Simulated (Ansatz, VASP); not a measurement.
# One calculation of SnTe, two programs

Contents of INCAR:

```
PREC = Accurate
ENCUT = 520
EDIFF = 1E-6
ISMEAR = 0
SIGMA = 0.03
LREAL = F
LASPH = T
NELM = 60
ALGO = Normal
ISIF = 2
LWAVE = F
LCHARG = T
GGA = PE
LELF = T
LVHAR = T
NBANDS = 17
```

KPOINTS

```
regular mesh
0
Gamma
  10 10 10
```

File POSCAR:

```
SnTe
1.0
    0.0000000000      2.9986750000      3.1565000000
    2.9986750000      0.0000000000      3.1565000000
    2.9986750000      2.9986750000      0.0000000000
Sn Te
1 1
Direct
    0.0000000000      0.0000000000      0.0000000000
    0.5000000000      0.5000000000      0.5000000000
```

Input for Ansatz:

```yaml
crystal:
  lattice:
    - [0.0, 2.998675, 3.1565]
    - [2.998675, 0.0, 3.1565]
    - [2.998675, 2.998675, 0.0]
  atoms:
    - { symbol: Sn, position: [0.0, 0.0, 0.0] }
    - { symbol: Te, position: [0.5, 0.5, 0.5] }
basis:
  ecutwfc: 420
kpoints:
  mp_grid: { grid: [10, 10, 10] }
hamiltonian:
  xc: pbe
scf:
  occupations: { method: gaussian, width: 0.03 }
output:
  forces: true
  stress: true
  eigenvalues: true
  write_density: true
  write_potential: true
  elf: true
  volumetric_format: npy
```

Change from the starting cell: strain -0.050 along x and y, +0.000 along z, atoms carried along.

Alike in both runs: task single point; functional PBE; k mesh 10 × 10 × 10; occupations gaussian, width 0.03 eV; no spin polarisation.

|  | VASP | Ansatz |
| --- | --- | --- |
| version | VASP 6.6.1 | Ansatz 0.2.0 |
| potentials or method | VASP PAW PBE potentials, release 64 (Sn_d, Te), cutoff 520 eV | scalar-relativistic, plane waves, PAW |
| valence electrons in the cell | 20 | 30 |

|  | VASP | Ansatz | Ansatz less VASP |
| --- | --- | --- | --- |
| gap on the k mesh at the Fermi level (eV) | none | none | - |
| pressure (GPa) | 8.6 | 8.6 | +0.02 |
| traceless stress, the component that is largest in VASP (GPa) | -5.87 | -5.88 | -0.002 |

A gap of «none» marks a metal or a gap that the smearing closes. VASP's potentials hold 20 valence electrons a cell and Ansatz's 30, so a difference there can come from the potentials and not from the codes.

Neither program's run includes spin-orbit coupling.
